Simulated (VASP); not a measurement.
Write the native input for VASP 6.6.1 that does the following.

```yaml
Task: single point
Functional: PBE
Potentials_or_basis: VASP PAW PBE potentials, release 64 (Al, N)
Cutoff: 520 eV
k_mesh: 10 × 10 × 10
Occupations: gaussian, width 0.05 eV
Spin: no spin polarisation
Dipole_correction: no
Further_INCAR_settings: ALGO = Normal; EDIFF = 1e-06; NBANDS = 11
```

The structure of AlN lies in POSCAR:

```
AlN
1.0
    0.0000000000      1.9734824600      1.9734824600
    1.9734824600      0.0000000000      1.9734824600
    1.9734824600      1.9734824600      0.0000000000
Al N
1 1
Direct
    0.5000000000      0.5000000000      0.5000000000
    0.0000000000      0.0000000000      0.0000000000
```

This cell differs from its parent crystal: strain -0.030 along x and y, -0.030 along z.

The input as run:

INCAR

```
SYSTEM = AlN
ALGO = Normal
EDIFF = 1E-6
ENCUT = 520
GGA = PE
ISIF = 2
ISMEAR = 0
LASPH = .TRUE.
LCHARG = .FALSE.
LREAL = .FALSE.
LWAVE = .FALSE.
NBANDS = 11
NELM = 100
PREC = Accurate
SIGMA = 0.05
```

KPOINTS

```
k-points
0
G
  10 10 10
  0 0 0
```

Potentials or basis: VASP PAW PBE potentials, release 64 (Al, N).

The run is started by

```bash
$ cat potpaw_PBE.64/Al/POTCAR potpaw_PBE.64/N/POTCAR > POTCAR
$ mpirun -np 1 vasp_std > vasp.out
```

It gave:

The pressure is 27.6 GPa and the band gap on the k mesh is 5.17 eV, indirect (least direct gap 6.76 eV).

Caveat: the cell differs from its parent crystal (strain -0.030 along x and y, -0.030 along z).

Wall time 4.3 s on 1 thread of AMD EPYC 9R45 (Zen 5), with other jobs on the host, peak memory 0.1 GiB.
